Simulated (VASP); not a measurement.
# Ti3Al (P-6m2) in VASP: notebook

Runs on Ti3Al. Level: PBE. Tasks: single point.

All numbers are computed with VASP 6.6.1; they aren't measurements. Logs are shortened: lines on timing, memory, paths and dates and some standing lists are left out, and cuts for length are marked.

**1. The cell of the first run**

Symmetry: P-6m2, No. 187, hexagonal system. The conventional cell has a = 2.904 Å, b = 2.904 Å, c = 9.395 Å, α = 90.00°, β = 90.00°, γ = 120.00°. Ti (site symmetry -6m2) has 12 Ti at 2.90 to 2.97 Å within 3.8 Å. Ti (site symmetry 3m) has 3 Al at 2.81 Å and 9 Ti at 2.90 to 2.97 Å within 3.7 Å. Within 3.7 Å of Al (site symmetry -6m2) lie 6 Ti at 2.81 Å and 6 Al at 2.90 Å.

**2. Single point, PBE**

INCAR reads:

```
SYSTEM = Ti3Al
ALGO = Fast ; EDIFF = 1E-6
ENCUT = 520 ; GGA = PE
ISIF = 2 ; ISMEAR = 0
LASPH = .True. ; LCHARG = .False.
LREAL = .False. ; LWAVE = .False.
NBANDS = 28 ; NELM = 60
PREC = Accurate ; SIGMA = 0.15
```

KPOINTS reads:

```
k-points
0
Gamma
  15 15 6
  0 0 0
```

POSCAR reads:

```
Ti3Al
1.0
    2.9041494217      0.0000000000      0.0000000000
   -1.4520747109      2.5150671756      0.0000000000
    0.0000000000      0.0000000000      9.3949233792
Ti Al
3 1
Direct
    0.6666666667      0.3333333333      0.0000000000
    0.3333333333      0.6666666667      0.7396251305
    0.3333333333      0.6666666667      0.2603748695
    0.6666666667      0.3333333333      0.5000000000
```

Potentials or basis: VASP PAW PBE potentials, release 64 (Ti_sv, Al).

Launch:

```sh
$ cat potpaw_PBE.64/Ti_sv/POTCAR potpaw_PBE.64/Al/POTCAR > POTCAR
$ mpirun -np 1 vasp_std > vasp.out
```

OUTCAR:

```text
SYSTEM = Ti3Al
   EDIFF = 1E-6
   ENCUT = 520
   GGA = PE
   ISIF = 2
   ISMEAR = 0
   LASPH = .True.
   LREAL = .False.
   NELM = 60
   PREC = Accurate

 ion  position               nearest neighbor table
   1  0.667  0.333  0.000-
   2  0.333  0.667  0.740-   4 2.81   4 2.81   4 2.81
   3  0.333  0.667  0.260-   4 2.81   4 2.81   4 2.81
   4  0.667  0.333  0.500-   2 2.81   3 2.81   2 2.81   3 2.81   2 2.81   3 2.81

  LATTYP: Found a hexagonal cell.
 ALAT       =     2.9041494217
 C/A-ratio  =     3.2350000000

  Lattice vectors:

 A1 = (   2.9041494217,   0.0000000000,   0.0000000000)
 A2 = (  -1.4520747109,   2.5150671756,   0.0000000000)
 A3 = (   0.0000000000,   0.0000000000,   9.3949233792)

Analysis of symmetry for initial positions (statically):
=====================================================================
 Subroutine PRICEL returns:
 Original cell was already a primitive cell.

 Routine SETGRP: Setting up the symmetry group for a
 hexagonal supercell.

 Subroutine GETGRP returns: Found 12 space group operations
 (whereof 12 operations were pure point group operations)
 out of a pool of 24 trial point group operations.

The static configuration has the point symmetry D_3h.

Analysis of symmetry for dynamics (positions and initial velocities):
=====================================================================
 Subroutine PRICEL returns:
 Original cell was already a primitive cell.

 Routine SETGRP: Setting up the symmetry group for a
 hexagonal supercell.

 Subroutine GETGRP returns: Found 12 space group operations
 (whereof 12 operations were pure point group operations)
 out of a pool of 24 trial point group operations.

The dynamic configuration has the point symmetry D_3h.

 Subroutine INISYM returns: Found 12 space group operations
 (whereof 12 operations are pure point group operations),
 and found     1 'primitive' translations

----------------------------------------------------------------------------------------

                                     Primitive cell

  volume of cell :      68.6218

  direct lattice vectors                    reciprocal lattice vectors
     2.904149422  0.000000000  0.000000000     0.344334900  0.198801847  0.000000000
    -1.452074711  2.515067176  0.000000000     0.000000000  0.397603694  0.000000000
     0.000000000  0.000000000  9.394923379     0.000000000  0.000000000  0.106440464

  length of vectors
     2.904149422  2.904149422  9.394923379     0.397603694  0.397603694  0.106440464

  position of ions in fractional coordinates (direct lattice)
     0.666666667  0.333333333  0.000000000
     0.333333333  0.666666667  0.739625131
     0.333333333  0.666666667  0.260374869
     0.666666667  0.333333333  0.500000000

  ion indices of the primitive-cell ions
   primitive index   ion index
                 1           1
                 2           2
                 3           3
                 4           4

----------------------------------------------------------------------------------------

 KPOINTS: k-points

Automatic generation of k-mesh.
 Grid dimensions read from file:
 generate k-points for:   15   15    6

 Generating k-lattice:

  Cartesian coordinates                     Fractional coordinates (reciprocal lattice)
     0.022955660  0.013253456  0.000000000     0.066666667 -0.000000000  0.000000000
     0.000000000  0.026506913  0.000000000     0.000000000  0.066666667  0.000000000
     0.000000000  0.000000000  0.017740077     0.000000000  0.000000000  0.166666667

  Length of vectors
     0.026506913  0.026506913  0.017740077

  Shift w.r.t. Gamma in fractional coordinates (k-lattice)
     0.000000000  0.000000000  0.000000000

 Subroutine IBZKPT returns following result:
 ===========================================

 Found    108 irreducible k-points:

 Following reciprocal coordinates:
            Coordinates               Weight
  0.000000  0.000000  0.000000      1.000000
  0.066667  0.000000  0.000000      6.000000
  0.133333  0.000000  0.000000      6.000000
  0.200000  0.000000  0.000000      6.000000
  0.266667  0.000000  0.000000      6.000000
  0.333333  0.000000  0.000000      6.000000
[... 16 lines left out ...]
  0.333333  0.200000  0.000000     12.000000
  0.400000  0.200000  0.000000      6.000000
 [... further k-points ...]
   k-points           NKPTS =    108   k-points in BZ     NKDIM =    108   number of bands    NBANDS=     28
   number of dos      NEDOS =    301   number of ions     NIONS =      4
   total plane-waves  NPLWV =  40320
   dimension x,y,z NGX =    24 NGY =   24 NGZ =   70
   dimension x,y,z NGXF=    48 NGYF=   48 NGZF=  140
   ions per type =               3   1
   NGX,Y,Z   is equivalent  to a cutoff of  13.74, 13.74, 12.39 a.u.
   NGXF,Y,Z  is equivalent  to a cutoff of  27.48, 27.48, 24.77 a.u.
 SYSTEM =  Ti3Al
   PREC   = accura    normal or accurate (medium, high low for compatibility)
   ISTART =      0    job   : 0-new  1-cont  2-samecut
   ICHARG =      2    charge: 1-file 2-atom 10-const
   ISPIN  =      1    spin polarized calculation?
   LNONCOLLINEAR =      F non collinear calculations
   LSORBIT =      F    spin-orbit coupling
   LASPH  =      T    aspherical Exc in radial PAW
   ENCUT  =  520.0 eV  38.22 Ry    6.18 a.u.   5.40  5.40 17.47*2*pi/ulx,y,z
   NELM   =     60;   NELMIN=  2; NELMDL= -5     # of ELM steps
   EDIFF  = 0.1E-05   stopping-criterion for ELM
   LREAL  =      F    real-space projection
   EDIFFG = 0.1E-04   stopping-criterion for IOM
   NSW    =      0    number of steps for IOM
   IBRION =     -1    ionic relax: 0-MD 1-quasi-New 2-CG
   NFREE  =      0    steps in history (QN), initial steepest desc. (CG)
   ISIF   =      2    stress and relaxation
   ISYM   =      2    0-nonsym 1-usesym 2-fastsym
   POTIM  = 0.5000    time-step for ionic-motion
   TEBEG  =    0.0;   TEEND  =   0.0 temperature during run
   PSTRESS=    0.0 pullay stress
   NELECT =      39.0000    total number of electrons
   NUPDOWN=      -1.0000    fix difference up-down
   EMIN   =  10.00;   EMAX   =-10.00  energy-range for DOS
   EFERMI =   0.00;   METHOD = LEGACY
   ISMEAR =     0;   SIGMA  =   0.15  broadening in eV -4-tet -1-fermi 0-gaus
   EFERMI_NEDOS =   21; number of points for ismear=-14 and -15
   IALGO  =     68    algorithm
   IMIX   =      4    mixing-type and parameters
     AMIX     =   0.40;   BMIX     =  1.00
     AMIX_MAG =   1.60;   BMIX_MAG =  1.00
  volume/ion in A,a.u.               =      17.16       115.77
  Fermi-wavevector in a.u.,A,eV,Ry     =   1.356050  2.562563 25.019375  1.838872
  Thomas-Fermi vector in A             =   2.483086
   LORBIT       =      0    0 simple, 1 ext, 2 COOP (PROOUT), +10 PAW based schemes
   GGA     = PE    functional components
   LHFCALC =     F    Hartree Fock is set to
   AEXX    =    0.0000 exact exchange contribution
   IVDW    =     0    specifies the selected vdW correction
   LEPSILON=     F    determine dielectric tensor
   LRPA    =     F    only Hartree local field effects (RPA)
 non-spin polarized calculation
 RMM-DIIS sequential band-by-band and
 Gauss-broadening in eV      SIGMA  =   0.15
  energy-cutoff  :      520.00
  volume of cell :       68.62
 maximum number of plane-waves:      1907
 NGX is ok and might be reduce to    24

 number of electron      38.9999992 magnetization

 Free energy of the ion-electron system (eV)
  ---------------------------------------------------
  ext. energy  EPLUGINS =         0.00000000
  ---------------------------------------------------
  free energy    TOTEN  =       -27.71506283 eV

  energy without entropy =      -27.66246236  energy(sigma->0) =      -27.68876260

 E-fermi :   7.9418     XC(G=0): -11.1851

 val. band max:        7.9396937283   @ k =   0.1333   0.1333   0.0000
 cond. band min:       7.9484881045   @ k =   0.4667   0.0667   0.5000
 fundamental gap:      0.0087943762
 Fermi energy:         7.9418329978

 k-point     1 :       0.0000    0.0000    0.0000
  band No.  band energies     occupation
      1     -48.8176      2.00000
      2     -48.7039      2.00000
      3     -48.6939      2.00000
      4     -25.2494      2.00000
      5     -25.0057      2.00000
      6     -24.8412      2.00000
[... 20 lines left out ...]
     27      10.1769      0.00000
     28      10.6158      0.00000

 k-point     2 :       0.0667    0.0000    0.0000
  band No.  band energies     occupation
      1     -48.8138      2.00000
      2     -48.7004      2.00000
      3     -48.6908      2.00000
      4     -25.2427      2.00000
      5     -25.0044      2.00000
      6     -24.8429      2.00000
[... 20 lines left out ...]
     27      10.1275      0.00000
     28      10.5747      0.00000

 k-point     3 :       0.1333    0.0000    0.0000
  band No.  band energies     occupation
      1     -48.8030      2.00000
      2     -48.6906      2.00000
      3     -48.6819      2.00000
      4     -25.2239      2.00000
      5     -25.0036      2.00000
      6     -24.8499      2.00000
[... 20 lines left out ...]
     27      10.0156      0.00000
     28      10.4611      0.00000

 k-point     4 :       0.2000    0.0000    0.0000
  band No.  band energies     occupation
      1     -48.7870      2.00000
      2     -48.6760      2.00000
      3     -48.6689      2.00000
      4     -25.1965      2.00000
      5     -25.0194      2.00000
      6     -24.8828      2.00000
[... 20 lines left out ...]
     27       9.9907      0.00000
     28      10.3634      0.00000

 k-point     5 :       0.2667    0.0000    0.0000
  band No.  band energies     occupation
      1     -48.7685      2.00000
      2     -48.6591      2.00000
      3     -48.6539      2.00000
      4     -25.1681      2.00000
      5     -25.0807      2.00000
      6     -24.9363      2.00000
[... 20 lines left out ...]
     27      10.3152      0.00000
     28      10.4229      0.00000

 k-point     6 :       0.3333    0.0000    0.0000
  band No.  band energies     occupation
      1     -48.7507      2.00000
      2     -48.6430      2.00000
      3     -48.6396      2.00000
      4     -25.1657      2.00000
      5     -25.1568      2.00000
      6     -25.0242      2.00000
[... 463 lines left out ...]
      5     -25.1413      2.00000
      6     -25.0127      2.00000
[... 20 lines left out ...]
     27      10.5954      0.00000
     28      10.9208      0.00000

 k-point    22 :       0.2667    0.2000    0.0000
  band No.  band energies     occupation
      1     -48.7332      2.00000
      2     -48.6272      2.00000
      3     -48.6255      2.00000
      4     -25.1838      2.00000
      5     -25.1434      2.00000
      6     -25.0586      2.00000
[... 20 lines left out ...]
     27      10.6114      0.00000
     28      11.0048      0.00000

 k-point    23 :       0.3333    0.2000    0.0000
  band No.  band energies     occupation
      1     -48.7242      2.00000
      2     -48.6191      2.00000
      3     -48.6184      2.00000
      4     -25.2123      2.00000
      5     -25.1525      2.00000
      6     -25.0839      2.00000
[... 20 lines left out ...]
     27      10.7307      0.00000
     28      11.0484      0.00000

 k-point    24 :       0.4000    0.2000    0.0000
  band No.  band energies     occupation
      1     -48.7210      2.00000
      2     -48.6162      2.00000
      3     -48.6158      2.00000
      4     -25.2224      2.00000
      5     -25.1570      2.00000
      6     -25.0912      2.00000
[... 20 lines left out ...]
     27      10.7788      0.00000
     28      11.1763      0.00000

 [... further k-points ...]

------------------------ aborting loop because EDIFF is reached ----------------------------------------

  FORCE on cell =-STRESS in cart. coord.  units (eV):
  Direction    XX          YY          ZZ          XY          YZ          ZX
  --------------------------------------------------------------------------------------
  -------------------------------------------------------------------------------------
  Total        0.1244425      0.1244425     -0.4849983     -0.0000000      0.0000000      0.0000000
  in kB        2.9054781      2.9054781    -11.3237161     -0.0000000      0.0000000      0.0000000
  external PRESSURE =      -1.8375866 kB  Pullay stress =       0.0000000 kB

 VOLUME and BASIS-vectors are now :
 -----------------------------------------------------------------------------
  energy-cutoff  :      520.00
  volume of cell :       68.62
      direct lattice vectors                 reciprocal lattice vectors
     2.904149422  0.000000000  0.000000000     0.344334900  0.198801847  0.000000000
    -1.452074711  2.515067176  0.000000000     0.000000000  0.397603694  0.000000000
     0.000000000  0.000000000  9.394923379     0.000000000  0.000000000  0.106440464

 POSITION                                       TOTAL-FORCE (eV/Angst)
 -----------------------------------------------------------------------------------
      1.45207      0.83836      0.00000         0.000000      0.000000      0.000000
     -0.00000      1.67671      6.94872        -0.000000      0.000000      0.645903
     -0.00000      1.67671      2.44620        -0.000000     -0.000000     -0.645903
      1.45207      0.83836      4.69746         0.000000      0.000000      0.000000
 -----------------------------------------------------------------------------------
    total drift:                                0.000000     -0.000000      0.000000

  FREE ENERGIE OF THE ION-ELECTRON SYSTEM (eV)
  ---------------------------------------------------
  free  energy   TOTEN  =       -27.7150628282 eV

  energy  without entropy=      -27.6624623620  energy(sigma->0) =      -27.68876260
```

Run time: 14 min. Hardware: 1 thread of Intel Xeon Platinum 8375C at 2.90GHz (Ice Lake), shared host; peak memory 0.31 GiB.

Results:

| Item | Value |
| --- | --- |
| Free energy | -27.7151 eV |
| Pressure | -0.2 GPa |
| Largest force | 0.646 eV/Å |
| Band gap on the k mesh | zero (an odd number of electrons rules out a gap without spin polarisation) |

Forces on the atoms (eV/Å):
```
Ti   0.000  0.000  0.000
Ti   0.000  0.000  0.646
Ti   0.000  0.000 -0.646
Al   0.000  0.000  0.000
```

Stress tensor (GPa, compression positive):
```
 0.29  0.00  0.00
 0.00  0.29  0.00
 0.00  0.00 -1.13
```

Levels at points of the mesh, in eV from the Fermi level:
```csv
k point,band 18,band 19,band 20,band 21,band 22,band 23
"(0.00, 0.00, 0.00)",0.08,0.35,0.94,0.94,1.06,1.06
"(0.00, 0.00, 0.50)",0.06,0.41,0.95,0.95,1.05,1.05
```

**3. Single point, PBE**

This run uses another cell than the first one, of the same volume but with other edges.

INCAR reads:

```
SYSTEM = Ti3Al
  ALGO = Fast
  EDIFF = 1E-7
  ENCUT = 520
  GGA = PE
  ISIF = 2
  ISMEAR = 0
  LASPH = .True.
  LCHARG = .True.
  LELF = .True.
  LREAL = .False.
  LVHAR = .True.
  LWAVE = .False.
  NBANDS = 28
  NELM = 100
  PREC = Accurate
  SIGMA = 0.15
```

KPOINTS is that of step 2.

POSCAR reads:

```
Ti3Al
1.0
    2.8555218141      0.0000000000      0.0000000000
   -1.4277609070      2.4729544320      0.0000000000
    0.0000000000      0.0000000000      9.7176262854
Ti Al
3 1
Direct
    0.6666666667      0.3333333333      0.0000000000
    0.3333333333      0.6666666667      0.7396251305
    0.3333333333      0.6666666667      0.2603748695
    0.6666666667      0.3333333333      0.5000000000
```

Potentials or basis: VASP PAW PBE potentials, release 64 (Ti_sv, Al).

Launch:

```sh
$ cat potpaw_PBE.64/Ti_sv/POTCAR potpaw_PBE.64/Al/POTCAR > POTCAR
$ mpirun -np 1 vasp_std > vasp.out
```

Run time: 21 min. Hardware: 1 thread of Intel Xeon Platinum 8375C at 2.90GHz (Ice Lake), shared host; peak memory 0.31 GiB.

It converged, with:

| Quantity | Value |
| --- | --- |
| Free energy | -27.6487 eV |
| Pressure | -0.5 GPa |
| Largest force | 0.416 eV/Å |
| Band gap on the k mesh | zero (an odd number of electrons rules out a gap without spin polarisation) |

Forces in eV/Å, atoms in the order of the input:
```
Ti   0.000  0.000  0.000
Ti   0.000  0.000  0.416
Ti   0.000  0.000 -0.416
Al   0.000  0.000  0.000
```

Stress tensor (GPa, compression positive):
```
 2.11  0.00  0.00
 0.00  2.11  0.00
 0.00  0.00 -5.63
```

Levels at points of the mesh, in eV from the Fermi level:
```tsv
k point	band 17	band 18	band 19	band 20	band 21	band 22	band 23	band 24
(0.00, 0.00, 0.00)	-1.09	-0.18	0.08	1.00	1.00	1.12	1.12	1.25
(0.00, 0.00, 0.50)	-1.12	-0.20	0.13	1.01	1.01	1.11	1.11	1.25
```
